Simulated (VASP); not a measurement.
Os, 2 atoms in the cell. Symmetry: P6_3/mmc, No. 194, hexagonal system. The conventional cell has a = 2.953 Å, b = 2.953 Å, c = 4.492 Å, α = 90.00°, β = 90.00°, γ = 120.00°. Within 3.7 Å of Os (site symmetry -6m2) lie 12 Os at 2.82 to 2.95 Å.  This cell differs from its parent crystal: strain +0.080 along x and y, +0.040 along z.

* Program: VASP 6.6.1
* Task: single point
* Functional: PBEsol
* Potentials or basis: VASP PAW PBE potentials, release 64 (Os)
* Cutoff: 520 eV
* k mesh: 18 × 18 × 12
* Occupations: gaussian, width 0.15 eV
* Spin: no spin polarisation
* Dipole correction: no
* Further INCAR settings: ALGO = Fast; EDIFF = 1e-06; NBANDS = 15

Potentials or basis: VASP PAW PBE potentials, release 64 (Os).

Run with:

```console
$ cat potpaw_PBE.64/Os/POTCAR > POTCAR
$ mpirun -np 1 vasp_std > vasp.out
```

Hardware: 1 thread of Oxide Virtual Turin-like Processor, on a shared host.

Question: Estimate the wall time of this run.

Answer: It took 2.9 min on 1 thread of Oxide Virtual Turin-like Processor, with other jobs on the host, peak memory 0.21 GiB. Counts: scf iterations 14, k points 259.
